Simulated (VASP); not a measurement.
# Mg3Zn2O3 (P3m1) in VASP: further runs, part 2 of 2

VASP 6.6.1. Earlier steps stand in the parts before.

## (3) Relaxation of cell and atoms, PBE

This run uses another cell than the first one, of 11.98 Å³/atom.

INCAR reads:

```
SYSTEM = Mg3Zn2O3
ALGO     = Normal         ! electronic algorithm
EDIFF    = 1E-7           ! SCF threshold, eV
EDIFFG   = -0.08          ! ionic threshold
ENCUT    = 600            ! plane-wave cutoff, eV
GGA      = PE             ! functional
IBRION   = 2              ! ionic algorithm
ISIF     = 3              ! what is computed and relaxed
ISMEAR   = 0              ! smearing method
LASPH    = .True.         ! aspherical terms in the spheres
LCHARG   = .False.        ! write CHGCAR
LREAL    = .False.        ! projectors in reciprocal space
LWAVE    = .False.        ! write WAVECAR
NELM     = 60             ! most SCF steps
NSW      = 36             ! ionic steps
PREC     = Accurate       ! precision mode
SIGMA    = 0.2            ! smearing width, eV
```

KPOINTS reads:

```
k-points
0
Gamma
  6 6 2
  0 0 0
```

POSCAR reads:

```
Mg3Zn2O3
1.0
    3.0500000000      0.0000000000      0.0000000000
   -1.5250000000      2.6413774800      0.0000000000
    0.0000000000      0.0000000000     11.9000000000
Mg Zn O
3 2 3
Direct
    0.0000000000      0.0000000000      0.0000000000
    0.6666666700      0.3333333300      0.4030000000
    0.3333333300      0.6666666700      0.2020000000
    0.0000000000      0.0000000000      0.6050000000
    0.3333333300      0.6666666700      0.7980000000
    0.3333333300      0.6666666700      0.5040000000
    0.6666666700      0.3333333300      0.1010000000
    0.0000000000      0.0000000000      0.3030000000
```

Potentials or basis: VASP PAW PBE potentials, release 64 (Mg, Zn, O).

Command:

```sh
$ cat potpaw_PBE.64/Mg/POTCAR potpaw_PBE.64/Zn/POTCAR potpaw_PBE.64/O/POTCAR > POTCAR
$ mpirun -np 1 vasp_std > vasp.out
```

OUTCAR:

```text
SYSTEM = Mg3Zn2O3
   EDIFF = 1E-7
   EDIFFG = -0.08
   ENCUT = 600
   GGA = PE
   IBRION = 2
   ISIF = 3
   ISMEAR = 0
   LASPH = .True.
   LREAL = .False.
   NELM = 60
   NSW = 36
   PREC = Accurate

 ion  position               nearest neighbor table
   1  0.000  0.000  0.000-   7 2.13   7 2.13   7 2.13   3 2.98   5 2.98   3 2.98   5 2.98   3 2.98
                             5 2.98
   2  0.667  0.333  0.403-   8 2.13   8 2.13   8 2.13   6 2.13   6 2.13   6 2.13   3 2.97   3 2.97
                             3 2.97   4 2.98   4 2.98   4 2.98
   3  0.333  0.667  0.202-   7 2.13   8 2.13   7 2.13   8 2.13   8 2.13   7 2.13   2 2.97   2 2.97
                             2 2.97   1 2.98   1 2.98   1 2.98
   4  0.000  0.000  0.605-   6 2.13   6 2.13   6 2.13   5 2.89   5 2.89   5 2.89   2 2.98   2 2.98
                             2 2.98
   5  0.333  0.667  0.798-   4 2.89   4 2.89   4 2.89   1 2.98   1 2.98   1 2.98
[... 315 lines left out ...]

--------------------------------------- Ionic step        8  -------------------------------------------

 number of electron      48.0000025 magnetization

------------------------ aborting loop because EDIFF is reached ----------------------------------------
[... 79 lines left out ...]
--------------------------------------- Ionic step       10  -------------------------------------------

 number of electron      48.0000027 magnetization

 Free energy of the ion-electron system (eV)
  ---------------------------------------------------
  ext. energy  EPLUGINS =         0.00000000
  ---------------------------------------------------
  free energy    TOTEN  =       -35.89978940 eV

  energy without entropy =      -35.89109592  energy(sigma->0) =      -35.89544266

 E-fermi :   4.7199     XC(G=0): -10.8959

 val. band max:        4.4338435314   @ k =   0.3333   0.1667   0.0000
 cond. band min:       4.8855333532   @ k =   0.3333   0.3333   0.0000
 fundamental gap:      0.4516898218
 Fermi energy:         4.7199148726

 k-point     1 :       0.0000    0.0000    0.0000
  band No.  band energies     occupation
      1     -15.4252      2.00000
      2     -15.0128      2.00000
      3     -14.4696      2.00000
      4      -4.1193      2.00000
      5      -3.3278      2.00000
      6      -2.7962      2.00000
[... 472 lines left out ...]
  FREE ENERGIE OF THE ION-ELECTRON SYSTEM (eV)
  ---------------------------------------------------
  free  energy   TOTEN  =       -35.8997893977 eV

  energy  without entropy=      -35.8910959160  energy(sigma->0) =      -35.89544266

 reached required accuracy - stopping structural energy minimisation
```

OSZICAR:

```text
N       E                     dE             d eps       ncg     rms          rms(c)
DAV:   1     0.445059032136E+03    0.44506E+03   -0.24568E+04   812   0.214E+03
DAV:   2     0.232500296651E+02   -0.42181E+03   -0.39897E+03   890   0.458E+02
DAV:   3    -0.385777106179E+02   -0.61828E+02   -0.60622E+02   949   0.173E+02
[... 118 lines left out ...]
DAV:   5    -0.358997964695E+02   -0.10144E-05   -0.32333E-04   960   0.228E-01    0.207E-02
DAV:   6    -0.358997917677E+02    0.47017E-05   -0.41585E-05   965   0.525E-02    0.937E-03
DAV:   7    -0.358997902422E+02    0.15255E-05   -0.56661E-06  1067   0.282E-02    0.442E-03
DAV:   8    -0.358997894815E+02    0.76074E-06   -0.20214E-06  1126   0.146E-02    0.156E-03
DAV:   9    -0.358997893977E+02    0.83794E-07   -0.64304E-07   963   0.734E-03
  10 F= -.35899789E+02 E0= -.35895443E+02  d E =-.175208E-02
```

It took 8.7 min on 1 thread of AMD EPYC 7R43 (Zen 3), shared host; peak memory 0.21 GiB.

What came out:

* Free energy: -35.8998 eV
* Relaxed volume: 11.63 Å³/atom
* Relaxed cell: a = 3.025 Å, b = 3.025 Å, c = 11.744 Å, α = 90.00°, β = 90.00°, γ = 120.00°
* Space group after relaxing (to 0.1 Å): P3m1 (No. 156)
* Energy gained by relaxing: 31.4 meV/atom
* Ionic steps: 10
* Pressure after relaxing: 0.1 GPa
* Largest force after relaxing: 0.052 eV/Å
* Band gap on the k mesh: 0.45 eV (least direct gap 0.68 eV)

Forces on the atoms (eV/Å):
```
Mg   0.000  0.000 -0.009
Mg   0.000  0.000  0.052
Mg   0.000  0.000 -0.030
Zn   0.000  0.000  0.005
Zn   0.000  0.000 -0.043
O    0.000  0.000  0.003
O    0.000  0.000  0.008
O    0.000  0.000  0.013
```

The path:
| step | energy change (eV) | largest force (eV/Å) | pressure (GPa) | volume (Å³) |
| --- | --- | --- | --- | --- |
| 1 | 0.0000 | 1.6773 | -0.63 | 95.87 |
| 2 | -0.1576 | 0.6136 | -1.13 | 95.22 |
| 3 | -0.1672 | 0.7731 | -1.19 | 95.01 |
| 4 | -0.2078 | 0.3693 | 0.23 | 93.58 |
| 5 | -0.2127 | 0.4568 | 1.01 | 92.89 |
| 6 | -0.2367 | 0.2440 | 0.37 | 93.27 |
| 7 | -0.2441 | 0.2694 | -0.17 | 93.64 |
| 8 | -0.2492 | 0.1027 | -0.21 | 93.49 |
| 9 | -0.2496 | 0.1310 | -0.22 | 93.44 |
| 10 | -0.2514 | 0.0523 | 0.11 | 93.04 |

Final structure:
```yaml
crystal:
  lattice:
    - [3.02457, 0.00000, 0.00000]
    - [-1.51229, 2.61936, 0.00000]
    - [0.00000, 0.00000, 11.74415]
  atoms:
    - { symbol: Mg, position: [0.00000, 0.00000, 0.99016] }
    - { symbol: Mg, position: [0.66667, 0.33333, 0.40757] }
    - { symbol: Mg, position: [0.33333, 0.66667, 0.19965] }
    - { symbol: Zn, position: [0.00000, 0.00000, 0.62303] }
    - { symbol: Zn, position: [0.33333, 0.66667, 0.80090] }
    - { symbol: O, position: [0.33333, 0.66667, 0.50402] }
    - { symbol: O, position: [0.66667, 0.33333, 0.09166] }
    - { symbol: O, position: [0.00000, 0.00000, 0.29900] }
```

Caveat: the relaxation stopped at a loose force limit of 0.08 eV/Å, so its end isn't a converged minimum. A k mesh can miss the band edges.

## (4) Single point, PBE

This run uses another cell than the first one, of 11.66 Å³/atom.

INCAR reads:

```
ALGO = Normal ; EDIFF = 1E-6
ENCUT = 520 ; GGA = PE
ISIF = 2 ; ISMEAR = 0
LASPH = True ; LCHARG = True
LELF = True ; LREAL = False
LVHAR = True ; LWAVE = False
NBANDS = 34 ; NELM = 60
PREC = Accurate ; SIGMA = 0.02
```

KPOINTS reads:

```
k-points
0
Gamma
  12 12 4
```

POSCAR reads:

```
Mg3Zn2O3
1.0
    3.0254117938      0.0000000000      0.0000000000
   -1.5127058969      2.6200834704      0.0000000000
    0.0000000000      0.0000000000     11.7662702149
Mg Zn O
3 2 3
Direct
    0.0000000000      0.0000000000      0.9897564987
    0.6666666667      0.3333333333      0.4085341549
    0.3333333333      0.6666666667      0.1999062223
    0.0000000000      0.0000000000      0.6235628287
    0.3333333333      0.6666666667      0.7991946780
    0.3333333333      0.6666666667      0.5046274064
    0.6666666667      0.3333333333      0.0912142933
    0.0000000000      0.0000000000      0.2992039179
```

Command:

```sh
$ cat potpaw_PBE.64/Mg/POTCAR potpaw_PBE.64/Zn/POTCAR potpaw_PBE.64/O/POTCAR > POTCAR
$ mpirun -np 1 vasp_std > vasp.out
```

Wall time 6.5 min (1 thread of AMD EPYC 7R43 (Zen 3), shared host); peak memory 0.31 GiB.

The run converged. Its results:

- Free energy: -36.0013 eV
- Pressure: -0.3 GPa
- Largest force: 0.049 eV/Å
- Band gap on the k mesh: 0.14 eV (least direct gap 0.62 eV)

Forces in eV/Å, atoms in the order of the input:
```
Mg   0.000  0.000  0.014
Mg   0.000  0.000 -0.013
Mg   0.000  0.000 -0.006
Zn   0.000  0.000  0.019
Zn   0.000  0.000  0.016
O    0.000  0.000 -0.049
O    0.000  0.000  0.012
O    0.000  0.000  0.006
```

Levels at points of the mesh, in eV from the valence-band top:
```csv
k point,band 22,band 23,band 24,band 25,band 26,band 27
"(0.00, 0.00, 0.00)",-2.78,-2.78,-2.45,0.54,3.11,3.73
"(0.50, 0.00, 0.00)",-3.38,-2.34,-1.62,0.56,1.84,4.73
"(0.00, 0.00, 0.50)",-3.17,-2.78,-2.78,1.23,2.13,4.26
"(0.50, 0.00, 0.50)",-3.38,-2.31,-1.70,0.62,1.85,4.39
```

## (5) Overview

| task | cell | k mesh | cutoff (eV) | smearing | gap on the mesh (eV) | pressure (GPa) | largest force (eV/Å) |
| --- | --- | --- | --- | --- | --- | --- | --- |
| single point | a = 3.032, b = 3.032, c = 11.754 Å, angles 90.0, 90.0, 120.0°, 8 atoms, atomic positions A | 6 × 6 × 2 | 520 | gaussian 0.2 eV | 0.45 | -0.4 | 0.07 |
| relaxation of cell and atoms | relaxed from a = 3.050, b = 3.050, c = 11.900 Å, angles 90.0, 90.0, 120.0°, 8 atoms, atomic positions B | 6 × 6 × 2 | 600 | gaussian 0.2 eV | 0.45 | 0.1 | 0.05 |
| single point | a = 3.025, b = 3.025, c = 11.766 Å, angles 90.0, 90.0, 120.0°, 8 atoms, atomic positions A | 12 × 12 × 4 | 520 | gaussian 0.02 eV | 0.14 | -0.3 | 0.05 |

Alike in all rows: level PBE; potentials or basis VASP PAW PBE potentials, release 64 (Mg, Zn, O); no spin polarisation.

Caveats: the relaxation stopped at a loose force limit of 0.08 eV/Å, so its end isn't a converged minimum (at least some runs).

Total energies depend on the potentials used, so only differences within one code and one set of settings carry meaning.
